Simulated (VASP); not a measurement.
Wanted: the native input for a VASP 6.6.1 run.

```yaml
Task: single point
Functional: PBE
Potentials_or_basis: VASP PAW PBE potentials, release 64 (Si, Sn_d)
Cutoff: 520 eV
k_mesh: 4 × 4 × 4
Occupations: gaussian, width 0.1 eV
Spin: no spin polarisation
Dipole_correction: no
Further_INCAR_settings: ALGO = Normal; EDIFF = 1e-06; NBANDS = 31
```

The structure of Si2Sn lies in POSCAR:

```
Si2Sn
1.0
    0.0000000000      3.8255114723      3.8255114723
    3.8255114723      0.0000000000      3.8255114723
    3.8255114723      3.8255114723      0.0000000000
Si Sn
4 2
Direct
    0.6250000000      0.6250000000      0.6250000000
    0.1250000000      0.6250000000      0.6250000000
    0.6250000000      0.6250000000      0.1250000000
    0.6250000000      0.1250000000      0.6250000000
    0.0000000000      0.0000000000      0.0000000000
    0.2500000000      0.2500000000      0.2500000000
```

One way to write it, as run:

INCAR

```
SYSTEM = Si2Sn
  ALGO = Normal
  EDIFF = 1E-6
  ENCUT = 520
  GGA = PE
  ISIF = 2
  ISMEAR = 0
  LASPH = .True.
  LCHARG = .True.
  LELF = .True.
  LREAL = .False.
  LVHAR = .True.
  LWAVE = .False.
  NBANDS = 31
  NELM = 80
  PREC = Accurate
  SIGMA = 0.1
```

KPOINTS

```
k-points
0
Gamma
  4 4 4
  0 0 0
```

Potentials or basis: VASP PAW PBE potentials, release 64 (Si, Sn_d).

Command:

```bash
$ cat potpaw_PBE.64/Si/POTCAR potpaw_PBE.64/Sn_d/POTCAR > POTCAR
$ mpirun -np 1 vasp_std > vasp.out
```

It gave:

| Quantity | Value |
| --- | --- |
| Pressure | 1.1 GPa |
| Band gap on the k mesh | zero (bands 22 and 23 overlap by 1.78 eV) |

Caveat: spin-orbit coupling is left out, which moves the levels of the heavy elements.

Run time: 18 s on 1 thread of AMD EPYC 9R45 96-Core Processor (Zen 5), on a shared host, peak memory 0.21 GiB.
